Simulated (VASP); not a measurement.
Wanted: the native input for a VASP 6.6.1 run.

- Task: single point
- Functional: PBE
- Potentials or basis: VASP PAW PBE potentials, release 64 (Bi_d, Cs_sv, Mg, O)
- Cutoff: 520 eV
- k mesh: 5 × 5 × 5
- Occupations: fermi-dirac, width 0.05 eV
- Spin: no spin polarisation
- Dipole correction: no
- Further INCAR settings: ALGO = Normal; EDIFF = 1e-06; NBANDS = 31

The structure of CsMgBiO3 lies in POSCAR:

```
CsMgBiO3
1.0
    3.1982117178      1.8464883962      3.7970092083
   -3.1982117178      1.8464883962      3.7970092083
    0.0000000000     -3.6929767924      3.7970092083
Bi Cs Mg O
1 1 1 3
Direct
    0.5662878793      0.5662878793      0.5662878793
    0.9083855698      0.9083855698      0.9083855698
    0.3050414893      0.3050414893      0.3050414893
    0.9820617725      0.4940088845      0.4940088845
    0.4940088845      0.4940088845      0.9820617725
    0.4940088845      0.9820617725      0.4940088845
```

One way to write it, as run:

INCAR

```
SYSTEM = CsMgBiO3
PREC = Accurate ; ENCUT = 520
EDIFF = 1E-6 ; ISMEAR = -1
SIGMA = 0.05 ; LREAL = .FALSE.
LASPH = .TRUE. ; NELM = 80
ALGO = Normal ; ISIF = 2
LWAVE = .FALSE. ; LCHARG = .FALSE.
GGA = PE ; NBANDS = 31
```

KPOINTS

```
regular mesh
0
G
  5 5 5
  0 0 0
```

Potentials or basis: VASP PAW PBE potentials, release 64 (Bi_d, Cs_sv, Mg, O).

The run is started by

```sh
$ cat potpaw_PBE.64/Bi_d/POTCAR potpaw_PBE.64/Cs_sv/POTCAR potpaw_PBE.64/Mg/POTCAR potpaw_PBE.64/O/POTCAR > POTCAR
$ mpirun -np 1 vasp_std > vasp.out
```

Results of the run:

```yaml
Pressure: 1.7 GPa
Largest_force: 0.096 eV/Å
Band_gap_on_the_k_mesh: 2.86 eV
```

Caveat: spin-orbit coupling is left out, which moves the levels of the heavy elements.

Wall time 45 s on 1 thread of Intel(R) Xeon(R) Platinum 8488C (Sapphire Rapids), with other jobs on the host, peak memory 0.29 GiB.
